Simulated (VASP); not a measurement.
**BaTe: single point with LDA**

BaTe:

```
CELL_PARAMETERS angstrom
0.00000 3.91416 3.91416
3.91416 0.00000 3.91416
3.91416 3.91416 0.00000
ATOMIC_POSITIONS crystal
Ba 0.00000 0.00000 0.00000
Te 0.25000 0.25000 0.25000
```

```
Program             : VASP 6.6.1
Task                : single point
Functional          : LDA
Potentials or basis : VASP PAW LDA potentials, release 64 (Ba_sv, Te)
Cutoff              : 520 eV
k mesh              : 6 × 6 × 6
Occupations         : gaussian, width 0.01 eV
Spin                : no spin polarisation
```

- Pressure: -1.3 GPa
- Band gap on the k mesh: 2.31 eV (least direct gap 2.74 eV)

Levels at points of the mesh, in eV from the valence-band top:
```tsv
k point	band 6	band 7	band 8	band 9	band 10	band 11
(0.00, 0.00, 0.00)	-0.44	-0.44	-0.44	2.31	4.02	4.02
(0.50, 0.00, 0.00)	-0.74	-0.26	-0.26	3.84	4.21	4.21
(0.50, 0.50, 0.00)	-1.01	0.00	0.00	2.74	3.76	4.86
```

Wall time 14 s on 1 thread of Intel(R) Xeon(R) 6975P-C (Granite Rapids), on a shared host, peak memory 0.21 GiB.

Caveat: spin-orbit coupling is left out, which moves the levels of the heavy elements. A k mesh can miss the band edges.
